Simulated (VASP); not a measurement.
# Ti (P4/nmm) in VASP: single point with LDA

Aim: the single point of Ti with LDA.

Everything below comes from runs of VASP 6.6.1. Logs are shortened: lines on timing, memory, paths and dates and some standing lists are left out, and cuts for length are marked.

## 1. The cell of the first run

The structure is tetragonal, space group P4/nmm (No. 129). Conventional cell: a = 2.904 Å, b = 2.904 Å, c = 8.954 Å, α = 90.00°, β = 90.00°, γ = 90.00°. Ti (site symmetry 4mm) has 8 Ti at 2.82 to 2.90 Å within 3.7 Å.

## 2. Single point, LDA

Contents of INCAR:

```
ALGO = Normal
EDIFF = 1E-7
ENCUT = 520
ISIF = 2
ISMEAR = 1
LASPH = True
LCHARG = True
LELF = True
LREAL = False
LVHAR = True
LWAVE = False
NBANDS = 19
NELM = 100
PREC = Accurate
SIGMA = 0.1
```

Contents of KPOINTS:

```
k-points
0
Gamma
  8 8 3
```

Contents of POSCAR:

```
Ti
1.0
    2.9040000000      0.0000000000      0.0000000000
    0.0000000000      2.9040000000      0.0000000000
    0.0000000000      0.0000000000      8.9540000000
Ti
2
Direct
    0.0000000000      0.5000000000      0.6080000000
    0.5000000000      0.0000000000      0.3920000000
```

Potentials or basis: VASP PAW LDA potentials, release 64 (Ti_sv).

Started as:

```bash
$ cat potpaw_LDA.64/Ti_sv/POTCAR > POTCAR
$ mpirun -np 1 vasp_std > vasp.out
```

OUTCAR:

```text
EDIFF = 1E-7
   ENCUT = 520
   ISIF = 2
   ISMEAR = 1
   LASPH = True
   LREAL = False
   NELM = 100
   PREC = Accurate

 ion  position               nearest neighbor table
   1  0.000  0.500  0.608-   2 2.82   2 2.82   2 2.82   2 2.82
   2  0.500  0.000  0.392-   1 2.82   1 2.82   1 2.82   1 2.82

  LATTYP: Found a simple tetragonal cell.
 ALAT       =     2.9040000000
 C/A-ratio  =     3.0833333333

  Lattice vectors:

 A1 = (   2.9040000000,   0.0000000000,   0.0000000000)
 A2 = (   0.0000000000,   2.9040000000,   0.0000000000)
 A3 = (   0.0000000000,   0.0000000000,   8.9540000000)

Analysis of symmetry for initial positions (statically):
=====================================================================
 Subroutine PRICEL returns:
 Original cell was already a primitive cell.

 Routine SETGRP: Setting up the symmetry group for a
 simple tetragonal supercell.

 Subroutine GETGRP returns: Found 16 space group operations
 (whereof  8 operations were pure point group operations)
 out of a pool of 16 trial point group operations.

The static configuration has the point symmetry D_2d.
 The point group associated with its full space group is D_4h.

Analysis of symmetry for dynamics (positions and initial velocities):
=====================================================================
 Subroutine PRICEL returns:
 Original cell was already a primitive cell.

 Routine SETGRP: Setting up the symmetry group for a
 simple tetragonal supercell.

 Subroutine GETGRP returns: Found 16 space group operations
 (whereof  8 operations were pure point group operations)
 out of a pool of 16 trial point group operations.

The dynamic configuration has the point symmetry D_2d.
 The point group associated with its full space group is D_4h.

 Subroutine INISYM returns: Found 16 space group operations
 (whereof  8 operations are pure point group operations),
 and found     1 'primitive' translations

----------------------------------------------------------------------------------------

                                     Primitive cell

  volume of cell :      75.5110

  direct lattice vectors                    reciprocal lattice vectors
     2.904000000  0.000000000  0.000000000     0.344352617  0.000000000  0.000000000
     0.000000000  2.904000000  0.000000000     0.000000000  0.344352617  0.000000000
     0.000000000  0.000000000  8.954000000     0.000000000  0.000000000  0.111681930

  length of vectors
     2.904000000  2.904000000  8.954000000     0.344352617  0.344352617  0.111681930

  position of ions in fractional coordinates (direct lattice)
     0.000000000  0.500000000  0.608000000
     0.500000000  0.000000000  0.392000000

  ion indices of the primitive-cell ions
   primitive index   ion index
                 1           1
                 2           2

----------------------------------------------------------------------------------------

 KPOINTS: k-points

Automatic generation of k-mesh.
 Grid dimensions read from file:
 generate k-points for:    8    8    3

 Generating k-lattice:

  Cartesian coordinates                     Fractional coordinates (reciprocal lattice)
     0.043044077  0.000000000  0.000000000     0.125000000  0.000000000  0.000000000
     0.000000000  0.043044077  0.000000000     0.000000000  0.125000000  0.000000000
     0.000000000  0.000000000  0.037227310     0.000000000  0.000000000  0.333333333

  Length of vectors
     0.043044077  0.043044077  0.037227310

  Shift w.r.t. Gamma in fractional coordinates (k-lattice)
     0.000000000  0.000000000  0.000000000

 Subroutine IBZKPT returns following result:
 ===========================================

 Found     30 irreducible k-points:

 Following reciprocal coordinates:
            Coordinates               Weight
  0.000000  0.000000  0.000000      1.000000
  0.125000  0.000000  0.000000      4.000000
  0.250000  0.000000  0.000000      4.000000
  0.375000  0.000000  0.000000      4.000000
  0.500000  0.000000  0.000000      2.000000
  0.125000  0.125000  0.000000      4.000000
[... 16 lines left out ...]
  0.375000  0.125000  0.333333     16.000000
  0.500000  0.125000  0.333333      8.000000
 [... further k-points ...]
   k-points           NKPTS =     30   k-points in BZ     NKDIM =     30   number of bands    NBANDS=     19
   number of dos      NEDOS =    301   number of ions     NIONS =      2
   total plane-waves  NPLWV =  40320
   dimension x,y,z NGX =    24 NGY =   24 NGZ =   70
   dimension x,y,z NGXF=    48 NGYF=   48 NGZF=  140
   ions per type =               2
   NGX,Y,Z   is equivalent  to a cutoff of  13.74, 13.74, 13.00 a.u.
   NGXF,Y,Z  is equivalent  to a cutoff of  27.48, 27.48, 25.99 a.u.
 SYSTEM =  unknown system
   PREC   = accura    normal or accurate (medium, high low for compatibility)
   ISTART =      0    job   : 0-new  1-cont  2-samecut
   ICHARG =      2    charge: 1-file 2-atom 10-const
   ISPIN  =      1    spin polarized calculation?
   LNONCOLLINEAR =      F non collinear calculations
   LSORBIT =      F    spin-orbit coupling
   LASPH  =      T    aspherical Exc in radial PAW
   ENCUT  =  520.0 eV  38.22 Ry    6.18 a.u.   5.40  5.40 16.65*2*pi/ulx,y,z
   NELM   =    100;   NELMIN=  2; NELMDL= -5     # of ELM steps
   EDIFF  = 0.1E-06   stopping-criterion for ELM
   LREAL  =      F    real-space projection
   EDIFFG = 0.1E-05   stopping-criterion for IOM
   NSW    =      0    number of steps for IOM
   IBRION =     -1    ionic relax: 0-MD 1-quasi-New 2-CG
   NFREE  =      0    steps in history (QN), initial steepest desc. (CG)
   ISIF   =      2    stress and relaxation
   ISYM   =      2    0-nonsym 1-usesym 2-fastsym
   POTIM  = 0.5000    time-step for ionic-motion
   TEBEG  =    0.0;   TEEND  =   0.0 temperature during run
   PSTRESS=    0.0 pullay stress
   NELECT =      24.0000    total number of electrons
   NUPDOWN=      -1.0000    fix difference up-down
   EMIN   =  10.00;   EMAX   =-10.00  energy-range for DOS
   EFERMI =   0.00;   METHOD = LEGACY
   ISMEAR =     1;   SIGMA  =   0.10  broadening in eV -4-tet -1-fermi 0-gaus
   EFERMI_NEDOS =   21; number of points for ismear=-14 and -15
   IALGO  =     38    algorithm
   IMIX   =      4    mixing-type and parameters
     AMIX     =   0.40;   BMIX     =  1.00
     AMIX_MAG =   1.60;   BMIX_MAG =  1.00
  volume/ion in A,a.u.               =      37.76       254.79
  Fermi-wavevector in a.u.,A,eV,Ry     =   1.117228  2.111255 16.982770  1.248198
  Thomas-Fermi vector in A             =   2.253849
   LORBIT       =      0    0 simple, 1 ext, 2 COOP (PROOUT), +10 PAW based schemes
   GGA     = CA    functional components
   LHFCALC =     F    Hartree Fock is set to
   AEXX    =    0.0000 exact exchange contribution
   IVDW    =     0    specifies the selected vdW correction
   LEPSILON=     F    determine dielectric tensor
   LRPA    =     F    only Hartree local field effects (RPA)
 non-spin polarized calculation
 Methfessel and Paxton  Order N= 1 SIGMA  =   0.10
  energy-cutoff  :      520.00
  volume of cell :       75.51
 maximum number of plane-waves:      2073
 NGX is ok and might be reduce to    24
   NGX = 11   NGY = 11   NGZ = 33

 number of electron      24.0000011 magnetization

 Free energy of the ion-electron system (eV)
  ---------------------------------------------------
  ext. energy  EPLUGINS =         0.00000000
  ---------------------------------------------------
  free energy    TOTEN  =       -15.02404477 eV

  energy without entropy =      -15.02334935  energy(sigma->0) =      -15.02381296

 E-fermi :   1.7110     XC(G=0):  -7.4131

 val. band max:        1.7088700321   @ k =   0.2500   0.1250   0.0000
 cond. band min:       1.7174218558   @ k =   0.2500   0.1250   0.0000
 fundamental gap:      0.0085518237
 Fermi energy:         1.7109773683

 k-point     1 :       0.0000    0.0000    0.0000
  band No.  band energies     occupation
      1     -54.5522      2.00000
      2     -54.4351      2.00000
      3     -31.3267      2.00000
      4     -31.0002      2.00000
      5     -31.0002      2.00000
      6     -30.9513      2.00000
[... 11 lines left out ...]
     18       4.1443      0.00000
     19       4.5500      0.00000

 k-point     2 :       0.1250    0.0000    0.0000
  band No.  band energies     occupation
      1     -54.5415      2.00000
      2     -54.4332      2.00000
      3     -31.3182      2.00000
      4     -31.0862      2.00000
      5     -30.9892      2.00000
      6     -30.9217      2.00000
[... 11 lines left out ...]
     18       3.8191      0.00000
     19       4.6777      0.00000

 k-point     3 :       0.2500    0.0000    0.0000
  band No.  band energies     occupation
      1     -54.5136      2.00000
      2     -54.4305      2.00000
      3     -31.3132      2.00000
      4     -31.2277      2.00000
      5     -30.9828      2.00000
      6     -30.9599      2.00000
[... 11 lines left out ...]
     18       3.3553     -0.00000
     19       4.3966      0.00000

 k-point     4 :       0.3750    0.0000    0.0000
  band No.  band energies     occupation
      1     -54.4792      2.00000
      2     -54.4341      2.00000
      3     -31.3552      2.00000
      4     -31.3491      2.00000
      5     -31.0212      2.00000
      6     -30.9455      2.00000
[... 11 lines left out ...]
     18       3.9607      0.00000
     19       4.3551      0.00000

 k-point     5 :       0.5000    0.0000    0.0000
  band No.  band energies     occupation
      1     -54.4503      2.00000
      2     -54.4503      2.00000
      3     -31.3931      2.00000
      4     -31.3931      2.00000
      5     -30.9892      2.00000
      6     -30.9892      2.00000
[... 11 lines left out ...]
     18       4.5063      0.00000
     19       4.5182      0.00000

 k-point     6 :       0.1250    0.1250    0.0000
  band No.  band energies     occupation
      1     -54.5311      2.00000
      2     -54.4310      2.00000
      3     -31.3092      2.00000
      4     -31.0873      2.00000
      5     -31.0557      2.00000
      6     -30.8989      2.00000
[... 11 lines left out ...]
     18       3.7409      0.00000
     19       4.5029      0.00000

 k-point     7 :       0.2500    0.1250    0.0000
  band No.  band energies     occupation
      1     -54.5042      2.00000
      2     -54.4274      2.00000
      3     -31.3023      2.00000
      4     -31.2130      2.00000
      5     -31.0399      2.00000
      6     -30.9884      2.00000
[... 11 lines left out ...]
     18       3.4251     -0.00000
     19       4.5815      0.00000

 k-point     8 :       0.3750    0.1250    0.0000
  band No.  band energies     occupation
      1     -54.4714      2.00000
      2     -54.4296      2.00000
      3     -31.3427      2.00000
      4     -31.3343      2.00000
      5     -31.0273      2.00000
      6     -31.0065      2.00000
[... 256 lines left out ...]
 k-point    20 :       0.5000    0.0000    0.3333
  band No.  band energies     occupation
      1     -54.4503      2.00000
      2     -54.4503      2.00000
      3     -31.3931      2.00000
      4     -31.3931      2.00000
      5     -30.9892      2.00000
      6     -30.9892      2.00000
[... 11 lines left out ...]
     18       4.4480      0.00000
     19       4.5182      0.00000

 k-point    21 :       0.1250    0.1250    0.3333
  band No.  band energies     occupation
      1     -54.5311      2.00000
      2     -54.4310      2.00000
      3     -31.3092      2.00000
      4     -31.0873      2.00000
      5     -31.0557      2.00000
      6     -30.8989      2.00000
[... 11 lines left out ...]
     18       3.7834      0.00000
     19       4.5222      0.00000

 k-point    22 :       0.2500    0.1250    0.3333
  band No.  band energies     occupation
      1     -54.5042      2.00000
      2     -54.4274      2.00000
      3     -31.3023      2.00000
      4     -31.2130      2.00000
      5     -31.0398      2.00000
      6     -30.9884      2.00000
[... 11 lines left out ...]
     18       3.4346     -0.00000
     19       4.4951      0.00000

 k-point    23 :       0.3750    0.1250    0.3333
  band No.  band energies     occupation
      1     -54.4714      2.00000
      2     -54.4296      2.00000
      3     -31.3427      2.00000
      4     -31.3342      2.00000
      5     -31.0273      2.00000
      6     -31.0065      2.00000
[... 11 lines left out ...]
     18       3.7863      0.00000
     19       4.8038      0.00000

 k-point    24 :       0.5000    0.1250    0.3333
  band No.  band energies     occupation
      1     -54.4441      2.00000
      2     -54.4441      2.00000
      3     -31.3794      2.00000
      4     -31.3794      2.00000
      5     -31.0045      2.00000
      6     -31.0045      2.00000
[... 11 lines left out ...]
     18       3.7857      0.00000
     19       5.4530      0.00000

 [... further k-points ...]

------------------------ aborting loop because EDIFF is reached ----------------------------------------

  FORCE on cell =-STRESS in cart. coord.  units (eV):
  Direction    XX          YY          ZZ          XY          YZ          ZX
  --------------------------------------------------------------------------------------
  -------------------------------------------------------------------------------------
  Total       -4.0639021     -4.0639021     -3.0185777      0.0000000     -0.0000000      0.0000000
  in kB      -86.2270444    -86.2270444    -64.0475647      0.0000000     -0.0000000      0.0000000
  external PRESSURE =     -78.8338845 kB  Pullay stress =       0.0000000 kB

 VOLUME and BASIS-vectors are now :
 -----------------------------------------------------------------------------
  energy-cutoff  :      520.00
  volume of cell :       75.51
      direct lattice vectors                 reciprocal lattice vectors
     2.904000000  0.000000000  0.000000000     0.344352617  0.000000000  0.000000000
     0.000000000  2.904000000  0.000000000     0.000000000  0.344352617  0.000000000
     0.000000000  0.000000000  8.954000000     0.000000000  0.000000000  0.111681930

 POSITION                                       TOTAL-FORCE (eV/Angst)
 -----------------------------------------------------------------------------------
      0.00000      1.45200      5.44403         0.000000      0.000000     -1.453265
      1.45200      0.00000      3.50997        -0.000000      0.000000      1.453265
 -----------------------------------------------------------------------------------
    total drift:                                0.000000      0.000000      0.000000

  FREE ENERGIE OF THE ION-ELECTRON SYSTEM (eV)
  ---------------------------------------------------
  free  energy   TOTEN  =       -15.0240447666 eV

  energy  without entropy=      -15.0233493477  energy(sigma->0) =      -15.02381296
```

Run time: 38 s. Hardware: 1 thread of Intel Xeon 6975P-C, shared host; peak memory 0.17 GiB.

What came out:

* Free energy: -15.0240 eV
* Pressure: -7.9 GPa
* Largest force: 1.453 eV/Å
* Band gap on the k mesh: zero (band 12 reaches 1.86 eV, above the bottom of band 13 at 1.67 eV)

Forces in eV/Å, atoms in the order of the input:
```
Ti   0.000  0.000 -1.453
Ti   0.000  0.000  1.453
```

Levels at points of the mesh, in eV from the Fermi level:
| k point | band 8 | band 9 | band 10 | band 11 | band 12 | band 13 | band 14 | band 15 | band 16 | band 17 |
| --- | --- | --- | --- | --- | --- | --- | --- | --- | --- | --- |
| (0.00, 0.00, 0.00) | -32.54 | -4.74 | -2.74 | -1.43 | -0.13 | 0.10 | 0.23 | 1.23 | 1.23 | 2.21 |
| (0.50, 0.00, 0.00) | -32.60 | -1.85 | -1.85 | 0.13 | 0.13 | 0.36 | 0.36 | 1.04 | 1.04 | 2.79 |
| (0.50, 0.50, 0.00) | -32.77 | -1.83 | -1.83 | -1.02 | -1.02 | 1.49 | 1.49 | 2.35 | 2.35 | 3.60 |

Caveat: forces of over 1 eV/Å act on the atoms, so gaps and moduli don't describe the material at rest.
